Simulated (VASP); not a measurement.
Here is a VASP 6.6.1 calculation.

INCAR

```
PREC = Accurate
ENCUT = 520
EDIFF = 1E-6
ISMEAR = 0
SIGMA = 0.05
LREAL = False
LASPH = True
NELM = 60
ALGO = Normal
ISIF = 2
LWAVE = False
LCHARG = False
GGA = PS
NBANDS = 35
```

The input KPOINTS:

```
Automatic mesh
0
Gamma
  6 6 6
```

Contents of POSCAR:

```
Al2O3
1.0
    2.2121704251      1.2771971904      4.2413206170
   -2.2121704251      1.2771971904      4.2413206170
    0.0000000000     -2.5543943809      4.2413206170
Al O
4 6
Direct
    0.8520350473      0.8520350473      0.8520350473
    0.6479649527      0.6479649527      0.6479649527
    0.1479649527      0.1479649527      0.1479649527
    0.3520350473      0.3520350473      0.3520350473
    0.0558571577      0.4441428423      0.7500000000
    0.7500000000      0.0558571577      0.4441428423
    0.4441428423      0.7500000000      0.0558571577
    0.9441428423      0.5558571577      0.2500000000
    0.2500000000      0.9441428423      0.5558571577
    0.5558571577      0.2500000000      0.9441428423
```

Potentials or basis: VASP PAW PBE potentials, release 64 (Al, O).

Command:

```sh
$ cat potpaw_PBE.64/Al/POTCAR potpaw_PBE.64/O/POTCAR > POTCAR
$ mpirun -np 1 vasp_std > vasp.out
```

Q: Predict the band gap on the k mesh.

A: 8.22 eV, direct.

Q: What does it give for the pressure?

A: 62.3 GPa.

Q: What does it give for the largest force?

A: 0.738 eV/Å.

Stress tensor (GPa, compression positive):
```
73.26  0.00  0.00
 0.00 73.26  0.00
 0.00  0.00 40.26
```

Caveat: the PAW data sets were made with another functional, which shifts forces and pressure a little. A k mesh can miss the band edges.
